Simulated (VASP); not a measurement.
Pt: single point with LDA

The system is Pt.

```xyz
1
Lattice="0.0000 1.9469 1.9469 1.9469 0.0000 1.9469 1.9469 1.9469 0.0000" Properties=species:S:1:pos:R:3 pbc="T T T"
Pt    0.0000    0.0000    0.0000
```

```
Program             : VASP 6.6.1
Task                : single point
Functional          : LDA
Potentials or basis : VASP PAW LDA potentials, release 64 (Pt)
Cutoff              : 520 eV
k mesh              : 17 × 17 × 17
Occupations         : fermi-dirac, width 0.05 eV
Spin                : no spin polarisation
```

| Item | Value |
| --- | --- |
| Pressure | 0.8 GPa |
| Band gap on the k mesh | zero (band 5 reaches 12.04 eV, above the bottom of band 6 at 9.78 eV) |

Levels at points of the mesh, in eV from the Fermi level:
```
           k point  band 1  band 2  band 3  band 4  band 5  band 6  band 7  band 8  band 9  band 10
(0.00, 0.00, 0.00)  -10.49   -3.95   -3.95   -3.95   -1.68   -1.68   14.56   19.60   19.60    19.60
```

It took 39 s on 1 thread of Intel Xeon 8259CL (shared host), peak memory 0.14 GiB.

Caveat: spin-orbit coupling is left out, which moves the levels of the heavy elements.
